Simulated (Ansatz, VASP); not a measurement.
**Two plane-wave programs on BaHfO3**

```xyz
5
Lattice="4.2066 0.0000 0.0000 0.0000 4.2066 0.0000 0.0000 0.0000 4.2066" Properties=species:S:1:pos:R:3 pbc="T T T"
Ba    0.0000    0.0000    0.0000
Hf    2.1033    2.1033    2.1033
O     2.1033    2.1033    0.0000
O     0.0000    2.1033    2.1033
O     2.1033    0.0000    2.1033
```

Alike in both runs: functional PBE; k mesh 6 × 6 × 6; occupations gaussian, width 0.02 eV; no spin polarisation.

Ansatz relaxed the structure, and its values are those at the end. VASP's run is a single point on that final structure, the one shown.

|  | VASP | Ansatz |
| --- | --- | --- |
| version | VASP 6.6.1 | Ansatz 0.2.0 |
| potentials or method | VASP PAW PBE potentials, release 64 (Ba_sv, Hf_pv, O), cutoff 600 eV | scalar-relativistic, plane waves, PAW |
| valence electrons in the cell | 38 | 54 |

```csv
,VASP,Ansatz,Ansatz less VASP
gap on the k mesh at the Fermi level (eV),3.54,3.62,+0.089
least direct gap on the mesh (eV),3.78,3.76,-0.016
pressure (GPa),-0.8,0.0,+0.77
```

VASP's potentials hold 38 valence electrons a cell and Ansatz's 54, so a difference there can come from the potentials and not from the codes.

Spin-orbit coupling is off throughout.
